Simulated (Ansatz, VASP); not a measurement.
Given: the input of a run of VASP 6.6.1 on Au.

INCAR

```
SYSTEM = Au
  PREC = Accurate
  ENCUT = 520
  EDIFF = 1E-6
  ISMEAR = -1
  SIGMA = 0.05
  LREAL = .False.
  LASPH = .True.
  NELM = 100
  ALGO = Fast
  ISIF = 2
  LWAVE = .False.
  LCHARG = .False.
  GGA = B5
  ALDAX = 1.0
  AGGAX = 1.0
  AGGAC = 1.0
  ALDAC = 0.0
  IVDW = 13
  VDW_S6 = 1.0
  VDW_S8 = 2.34076671
  VDW_A1 = 0.44488865
  VDW_A2 = 4.0933009
  NBANDS = 12
```

The input KPOINTS:

```
regular mesh
0
Gamma
  11 11 11
  0 0 0
```

File POSCAR:

```
Au
1.0
    0.0000000000      2.0213418704      2.0213418704
    2.0213418704      0.0000000000      2.0213418704
    2.0213418704      2.0213418704      0.0000000000
Au
1
Direct
    0.0000000000      0.0000000000      0.0000000000
```

Potentials or basis: VASP PAW PBE potentials, release 64 (Au).

The run is started by

```console
$ cat potpaw_PBE.64/Au/POTCAR > POTCAR
$ mpirun -np 1 vasp_std > vasp.out
```

Question: Translate it to Ansatz 0.2.0. Potentials there: Ansatz PAW.

Answer: As run (the cutoff follows the program's own potentials):

The input input.yaml:

```yaml
crystal:
  lattice:
    - [0.0, 2.0213418704, 2.0213418704]
    - [2.0213418704, 0.0, 2.0213418704]
    - [2.0213418704, 2.0213418704, 0.0]
  atoms:
    - { symbol: Au, position: [0.0, 0.0, 0.0] }
hamiltonian:
  xc: blyp
  pseudopotentials: { kind: paw }
  dispersion: d4
kpoints:
  mp_grid: { grid: [11, 11, 11] }
scf:
  occupations: { method: fermi_dirac, width: 0.05 }
output:
  forces: true
  stress: true
  eigenvalues: true
```

Potentials or basis: Ansatz PAW.

Launch:

```bash
$ ansatz run input.yaml --threads 2 --pin off --max-ram 5120MiB --backend cpu --events-out ev --progress --plain --runs-dir out
```

Both were run:

|  | VASP | Ansatz | Ansatz less VASP |
| --- | --- | --- | --- |
| gap on the k mesh at the Fermi level (eV) | none | none | - |
| pressure (GPa) | 15.5 | 14.5 | -1.03 |

VASP's potentials were made for PBE, not for BLYP. A gap of «none» marks a metal or a gap that the smearing closes. VASP's potentials hold 11 valence electrons a cell and Ansatz's 19, so a difference there can come from the potentials and not from the codes.

Spin-orbit coupling is off throughout.
